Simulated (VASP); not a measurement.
# KI (P6_3/mmc) in VASP: a series of runs, part 3 of 3

VASP 6.6.1. Earlier steps stand in the parts before.

### 5 Single point, r2SCAN

POSCAR

```
KI
1.0
    6.0388279564      0.0000000000      0.0000000000
   -3.0194139782      5.2297784193      0.0000000000
    0.0000000000      0.0000000000      7.0391091533
K I
2 2
Direct
    0.3333333333      0.6666666667      0.2500000000
    0.6666666667      0.3333333333      0.7500000000
    0.6666666667      0.3333333333      0.2500000000
    0.3333333333      0.6666666667      0.7500000000
```

INCAR.step1

```
SYSTEM = KI
  PREC = Accurate
  ENCUT = 520
  ISMEAR = 0
  SIGMA = 0.01
  LREAL = .FALSE.
  LASPH = .TRUE.
  NELM = 60
  NBANDS = 24
  GGA = PE
  ALGO = Normal
  EDIFF = 1E-4
  LWAVE = .TRUE.
  LCHARG = .FALSE.
```

INCAR.step2

```
SYSTEM = KI
  PREC = Accurate
  ENCUT = 520
  EDIFF = 1E-6
  ISMEAR = 0
  SIGMA = 0.01
  LREAL = .FALSE.
  LASPH = .TRUE.
  NELM = 60
  ALGO = Normal
  ISIF = 2
  LWAVE = .FALSE.
  LCHARG = .FALSE.
  METAGGA = R2SCAN
  LMIXTAU = .TRUE.
  NBANDS = 24
  ISTART = 1
```

KPOINTS

```
regular mesh
0
G
  6 6 4
  0 0 0
```

Potentials or basis: VASP PAW PBE potentials, release 64 (K_sv, I).

Command:

```sh
$ cat potpaw_PBE.64/K_sv/POTCAR potpaw_PBE.64/I/POTCAR > POTCAR
$ cp INCAR.step1 INCAR
$ mpirun -np 1 vasp_std > vasp.out
$ cp INCAR.step2 INCAR
$ mpirun -np 1 vasp_std > vasp.out
```

OUTCAR:

```text
SYSTEM = KI
   PREC = Accurate
   ENCUT = 520
   EDIFF = 1E-6
   ISMEAR = 0
   LREAL = .FALSE.
   LASPH = .TRUE.
   NELM = 60
   ISIF = 2
   METAGGA = R2SCAN
   ISTART = 1

 ion  position               nearest neighbor table
   1  0.333  0.667  0.250-   3 3.49   3 3.49   3 3.49   4 3.52   4 3.52
   2  0.667  0.333  0.750-   4 3.49   4 3.49   4 3.49   3 3.52   3 3.52
   3  0.667  0.333  0.250-   1 3.49   1 3.49   1 3.49   2 3.52   2 3.52
   4  0.333  0.667  0.750-   2 3.49   2 3.49   2 3.49   1 3.52   1 3.52

  LATTYP: Found a hexagonal cell.
 ALAT       =     6.0388279564
 C/A-ratio  =     1.1656416119

  Lattice vectors:

 A1 = (   6.0388279564,   0.0000000000,   0.0000000000)
 A2 = (  -3.0194139782,   5.2297784193,   0.0000000000)
 A3 = (   0.0000000000,   0.0000000000,   7.0391091533)

Analysis of symmetry for initial positions (statically):
=====================================================================
 Subroutine PRICEL returns:
 Original cell was already a primitive cell.

 Routine SETGRP: Setting up the symmetry group for a
 hexagonal supercell.

 Subroutine GETGRP returns: Found 24 space group operations
 (whereof 12 operations were pure point group operations)
 out of a pool of 24 trial point group operations.

The static configuration has the point symmetry D_3d.
 The point group associated with its full space group is D_6h.

Analysis of symmetry for dynamics (positions and initial velocities):
=====================================================================
 Subroutine PRICEL returns:
 Original cell was already a primitive cell.

 Routine SETGRP: Setting up the symmetry group for a
 hexagonal supercell.

 Subroutine GETGRP returns: Found 24 space group operations
 (whereof 12 operations were pure point group operations)
 out of a pool of 24 trial point group operations.

The dynamic configuration has the point symmetry D_3d.
 The point group associated with its full space group is D_6h.

 Subroutine INISYM returns: Found 24 space group operations
 (whereof 12 operations are pure point group operations),
 and found     1 'primitive' translations

----------------------------------------------------------------------------------------

                                     Primitive cell

  volume of cell :     222.3073

  direct lattice vectors                    reciprocal lattice vectors
     6.038827956  0.000000000  0.000000000     0.165595047  0.095606345  0.000000000
    -3.019413978  5.229778419  0.000000000     0.000000000  0.191212690  0.000000000
     0.000000000  0.000000000  7.039109153     0.000000000  0.000000000  0.142063431

  length of vectors
     6.038827956  6.038827956  7.039109153     0.191212690  0.191212690  0.142063431

  position of ions in fractional coordinates (direct lattice)
     0.333333333  0.666666667  0.250000000
     0.666666667  0.333333333  0.750000000
     0.666666667  0.333333333  0.250000000
     0.333333333  0.666666667  0.750000000

  ion indices of the primitive-cell ions
   primitive index   ion index
                 1           1
                 2           2
                 3           3
                 4           4

----------------------------------------------------------------------------------------

 KPOINTS: regular mesh

Automatic generation of k-mesh.
 Grid dimensions read from file:
 generate k-points for:    6    6    4

 Generating k-lattice:

  Cartesian coordinates                     Fractional coordinates (reciprocal lattice)
     0.027599175  0.015934391  0.000000000     0.166666667  0.000000000  0.000000000
     0.000000000  0.031868782  0.000000000     0.000000000  0.166666667  0.000000000
     0.000000000  0.000000000  0.035515858     0.000000000  0.000000000  0.250000000

  Length of vectors
     0.031868782  0.031868782  0.035515858

  Shift w.r.t. Gamma in fractional coordinates (k-lattice)
     0.000000000  0.000000000  0.000000000

 Subroutine IBZKPT returns following result:
 ===========================================

 Found     21 irreducible k-points:

 Following reciprocal coordinates:
            Coordinates               Weight
  0.000000  0.000000  0.000000      1.000000
  0.166667  0.000000  0.000000      6.000000
  0.333333  0.000000  0.000000      6.000000
  0.500000  0.000000  0.000000      3.000000
  0.166667  0.166667  0.000000      6.000000
  0.333333  0.166667  0.000000     12.000000
[... 13 lines left out ...]
  0.333333  0.166667  0.500000     12.000000
  0.333333  0.333333  0.500000      2.000000
   k-points           NKPTS =     21   k-points in BZ     NKDIM =     21   number of bands    NBANDS=     24
   number of dos      NEDOS =    301   number of ions     NIONS =      4
   total plane-waves  NPLWV = 124416
   dimension x,y,z NGX =    48 NGY =   48 NGZ =   54
   dimension x,y,z NGXF=    96 NGYF=   96 NGZF=  108
   ions per type =               2   2
   NGX,Y,Z   is equivalent  to a cutoff of  13.21, 13.21, 12.75 a.u.
   NGXF,Y,Z  is equivalent  to a cutoff of  26.43, 26.43, 25.51 a.u.
 SYSTEM =  KI
   PREC   = accura    normal or accurate (medium, high low for compatibility)
   ISTART =      1    job   : 0-new  1-cont  2-samecut
   ICHARG =      0    charge: 1-file 2-atom 10-const
   ISPIN  =      1    spin polarized calculation?
   LNONCOLLINEAR =      F non collinear calculations
   LSORBIT =      F    spin-orbit coupling
   LASPH  =      T    aspherical Exc in radial PAW
   ENCUT  =  520.0 eV  38.22 Ry    6.18 a.u.  11.23 11.23 13.09*2*pi/ulx,y,z
   NELM   =     60;   NELMIN=  2; NELMDL=  0     # of ELM steps
   EDIFF  = 0.1E-05   stopping-criterion for ELM
   LREAL  =      F    real-space projection
   EDIFFG = 0.1E-04   stopping-criterion for IOM
   NSW    =      0    number of steps for IOM
   IBRION =     -1    ionic relax: 0-MD 1-quasi-New 2-CG
   NFREE  =      0    steps in history (QN), initial steepest desc. (CG)
   ISIF   =      2    stress and relaxation
   ISYM   =      2    0-nonsym 1-usesym 2-fastsym
   POTIM  = 0.5000    time-step for ionic-motion
   TEBEG  =    0.0;   TEEND  =   0.0 temperature during run
   PSTRESS=    0.0 pullay stress
   NELECT =      32.0000    total number of electrons
   NUPDOWN=      -1.0000    fix difference up-down
   EMIN   =  10.00;   EMAX   =-10.00  energy-range for DOS
   EFERMI =   0.00;   METHOD = LEGACY
   ISMEAR =     0;   SIGMA  =   0.01  broadening in eV -4-tet -1-fermi 0-gaus
   EFERMI_NEDOS =   21; number of points for ismear=-14 and -15
   IALGO  =     38    algorithm
   IMIX   =      4    mixing-type and parameters
     AMIX     =   0.40;   BMIX     =  1.00
     AMIX_MAG =   1.60;   BMIX_MAG =  1.00
  volume/ion in A,a.u.               =      55.58       375.05
  Fermi-wavevector in a.u.,A,eV,Ry     =   0.857973  1.621334 10.015488  0.736118
  Thomas-Fermi vector in A             =   1.975107
   LORBIT       =      0    0 simple, 1 ext, 2 COOP (PROOUT), +10 PAW based schemes
   METAGGA = R2SCAN    functional components
   LHFCALC =     F    Hartree Fock is set to
   AEXX    =    0.0000 exact exchange contribution
   IVDW    =     0    specifies the selected vdW correction
   LEPSILON=     F    determine dielectric tensor
   LRPA    =     F    only Hartree local field effects (RPA)
 non-spin polarized calculation
 Gauss-broadening in eV      SIGMA  =   0.01
  energy-cutoff  :      520.00
  volume of cell :      222.31
 maximum number of plane-waves:      6038
 NGX is ok and might be reduce to    48
   NGX = 23   NGY = 23   NGZ = 27

 number of electron      32.0000002 magnetization

 Free energy of the ion-electron system (eV)
  ---------------------------------------------------
  ext. energy  EPLUGINS =         0.00000000
  ---------------------------------------------------
  free energy    TOTEN  =       -67.70319967 eV

  energy without entropy =      -67.70319967  energy(sigma->0) =      -67.70319967

 E-fermi :  -1.6604     XC(G=0):  -6.4001

 val. band max:       -1.7994190990   @ k =   0.0000   0.0000   0.0000
 cond. band min:       2.5481308376   @ k =   0.0000   0.0000   0.0000
 fundamental gap:      4.3475499366
 Fermi energy:        -1.6604381062

 k-point     1 :       0.0000    0.0000    0.0000
  band No.  band energies     occupation
      1     -31.6033      2.00000
      2     -31.6010      2.00000
      3     -14.3419      2.00000
      4     -14.3409      2.00000
      5     -14.3409      2.00000
      6     -14.3264      2.00000
[... 556 lines left out ...]
     23       6.5788      0.00000
     24       6.5788      0.00000

------------------------ aborting loop because EDIFF is reached ----------------------------------------

  FORCE on cell =-STRESS in cart. coord.  units (eV):
  Direction    XX          YY          ZZ          XY          YZ          ZX
  --------------------------------------------------------------------------------------
  -------------------------------------------------------------------------------------
  Total        0.0096047      0.0096047      0.0147121      0.0000000     -0.0000000      0.0000000
  in kB        0.0692215      0.0692215      0.1060308      0.0000000     -0.0000000      0.0000000
  external PRESSURE =       0.0814913 kB  Pullay stress =       0.0000000 kB

 VOLUME and BASIS-vectors are now :
 -----------------------------------------------------------------------------
  energy-cutoff  :      520.00
  volume of cell :      222.31
      direct lattice vectors                 reciprocal lattice vectors
     6.038827956  0.000000000  0.000000000     0.165595047  0.095606345  0.000000000
    -3.019413978  5.229778419  0.000000000     0.000000000  0.191212690  0.000000000
     0.000000000  0.000000000  7.039109153     0.000000000  0.000000000  0.142063431

 POSITION                                       TOTAL-FORCE (eV/Angst)
 -----------------------------------------------------------------------------------
     -0.00000      3.48652      1.75978         0.000000     -0.000000      0.000000
      3.01941      1.74326      5.27933        -0.000000      0.000000     -0.000000
      3.01941      1.74326      1.75978        -0.000000      0.000000     -0.000000
     -0.00000      3.48652      5.27933        -0.000000     -0.000000     -0.000000
 -----------------------------------------------------------------------------------
    total drift:                               -0.000000      0.000000     -0.000000

  FREE ENERGIE OF THE ION-ELECTRON SYSTEM (eV)
  ---------------------------------------------------
  free  energy   TOTEN  =       -67.7031996743 eV

  energy  without entropy=      -67.7031996743  energy(sigma->0) =      -67.70319967
```

Wall time 5.9 min (1 thread of Intel Xeon Platinum 8488C (Sapphire Rapids), shared host); peak memory 0.43 GiB.

What came out:

| Property | Result |
| --- | --- |
| Free energy | -67.7032 eV |
| Pressure | 0.0 GPa |
| Band gap on the k mesh | 4.35 eV |

Caveat: the PAW data sets were made with another functional, which shifts forces and pressure a little; spin-orbit coupling is left out, which moves the levels of the heavy elements. A k mesh can miss the band edges.
